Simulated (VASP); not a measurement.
Wanted: the native input for a VASP 6.6.1 run.

* Task: single point
* Functional: PBE
* Potentials or basis: VASP PAW PBE potentials, release 64 (Sr_sv, Zn)
* Cutoff: 520 eV
* k mesh: 4 × 4 × 4
* Occupations: methfessel-paxton, width 0.1 eV
* Spin: no spin polarisation
* Dipole correction: no
* Further INCAR settings: ALGO = Normal; EDIFF = 1e-06; NBANDS = 29

The structure of Sr3Zn lies in POSCAR:

```
Sr3Zn
1.0
    5.6223414055      0.0000000000      0.0000000000
    0.0000000000      5.6223414055      0.0000000000
    0.0000000000      0.0000000000      5.6223414055
Sr Zn
3 1
Direct
    0.5000000000      0.0000000000      0.5000000000
    0.5000000000      0.5000000000      0.0000000000
    0.0000000000      0.5000000000      0.5000000000
    0.0000000000      0.0000000000      0.0000000000
```

These files were run (other wordings do the same):

INCAR

```
PREC = Accurate ; ENCUT = 520
EDIFF = 1E-6 ; ISMEAR = 1
SIGMA = 0.1 ; LREAL = False
LASPH = True ; NELM = 60
ALGO = Normal ; ISIF = 2
LWAVE = False ; LCHARG = False
GGA = PE ; NBANDS = 29
```

KPOINTS

```
Automatic mesh
0
Gamma
  4 4 4
```

Potentials or basis: VASP PAW PBE potentials, release 64 (Sr_sv, Zn).

Run with:

```sh
$ cat potpaw_PBE.64/Sr_sv/POTCAR potpaw_PBE.64/Zn/POTCAR > POTCAR
$ mpirun -np 1 vasp_std > vasp.out
```

Results of the run:

```yaml
Pressure: -1.0 GPa
Band_gap_on_the_k_mesh: zero (band 21 reaches 2.03 eV, above the bottom of band 22 at 1.47 eV)
```

Run time: 60 s on 1 thread of Intel(R) Xeon(R) Platinum 8259CL CPU @ 2.50GHz (Skylake/Cascade Lake), on a shared host, peak memory 0.27 GiB.
